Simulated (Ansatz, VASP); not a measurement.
# Two plane-wave programs on TaI

```
CELL_PARAMETERS angstrom
2.04450 1.18039 8.70450
-2.04450 1.18039 8.70450
0.00000 -2.36079 8.70450
ATOMIC_POSITIONS crystal
Ta 0.00000 0.00000 0.00000
Ta 0.50000 0.50000 0.50000
I 0.60217 0.60217 0.60217
I 0.39783 0.39783 0.39783
```

Alike in both runs: task single point; functional PBE; k mesh 6 × 6 × 6; occupations gaussian, width 0.1 eV; no spin polarisation.

|  | VASP | Ansatz |
| --- | --- | --- |
| version | VASP 6.6.1 | Ansatz 0.2.0 |
| potentials or method | VASP PAW PBE potentials, release 64 (Ta_pv, I), cutoff 520 eV | scalar-relativistic, plane waves, PAW |
| valence electrons in the cell | 36 | 60 |

|  | VASP | Ansatz | Ansatz less VASP |
| --- | --- | --- | --- |
| gap on the k mesh at the Fermi level (eV) | none | none | - |
| pressure (GPa) | -6.2 | -6.1 | +0.03 |
| traceless stress, the component that is largest in VASP (GPa) | 10.11 | 10.18 | +0.075 |
| rms of the force components (eV/Å) | 0.173 | 0.175 | +0.0023 |

Atom by atom the forces differ by 0.002 eV/Å (rms over components). A gap of «none» marks a metal or a gap that the smearing closes. VASP's potentials hold 36 valence electrons a cell and Ansatz's 60, so a difference there can come from the potentials and not from the codes.

Neither program's run includes spin-orbit coupling.
